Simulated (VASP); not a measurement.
Write the native input for VASP 6.6.1 that does the following.

| Property | Result |
| --- | --- |
| Task | single point |
| Functional | PBE |
| Potentials or basis | VASP PAW PBE potentials, release 64 (B, As) |
| Cutoff | 520 eV |
| k mesh | 16 × 16 × 8 |
| Occupations | gaussian, width 0.1 eV |
| Spin | no spin polarisation |
| Dipole correction | no |
| Further INCAR settings | ALGO = Normal; EDIFF = 1e-06; NBANDS = 14 |

The structure of BAs2 lies in POSCAR:

```
BAs2
1.0
    3.0467660515      0.0000000000      0.0000000000
    0.0000000000      3.0467660515      0.0000000000
    0.0000000000      0.0000000000      6.3179405456
B As
1 2
Direct
    0.0000000000      0.0000000000      0.0000000000
    0.5000000000      0.5000000000      0.1883396269
    0.5000000000      0.5000000000      0.8116603731
```

The input as run:

INCAR

```
SYSTEM = BAs2
PREC     = Accurate       ! precision mode
ENCUT    = 520            ! plane-wave cutoff, eV
EDIFF    = 1E-6           ! SCF threshold, eV
ISMEAR   = 0              ! smearing method
SIGMA    = 0.1            ! smearing width, eV
LREAL    = .False.        ! projectors in reciprocal space
LASPH    = .True.         ! aspherical terms in the spheres
NELM     = 100            ! most SCF steps
ALGO     = Normal         ! electronic algorithm
ISIF     = 2              ! what is computed and relaxed
LWAVE    = .False.        ! write WAVECAR
LCHARG   = .True.         ! write CHGCAR
GGA      = PE             ! functional
LELF     = .True.         ! ELF
LVHAR    = .True.       
NBANDS   = 14             ! bands
```

KPOINTS

```
Automatic mesh
0
Gamma
  16 16 8
  0 0 0
```

Potentials or basis: VASP PAW PBE potentials, release 64 (B, As).

Run with:

```sh
$ cat potpaw_PBE.64/B/POTCAR potpaw_PBE.64/As/POTCAR > POTCAR
$ mpirun -np 1 vasp_std > vasp.out
```

It gave:

The pressure is 0.3 GPa and the largest force is 0.095 eV/Å.

Caveat: this functional lacks dispersion, which binds the layers, so the pressure and a relaxed spacing across them are unreliable.

Wall time 46 s on 1 thread of Intel(R) Xeon(R) 6975P-C (Granite Rapids) (shared host), peak memory 0.3 GiB.
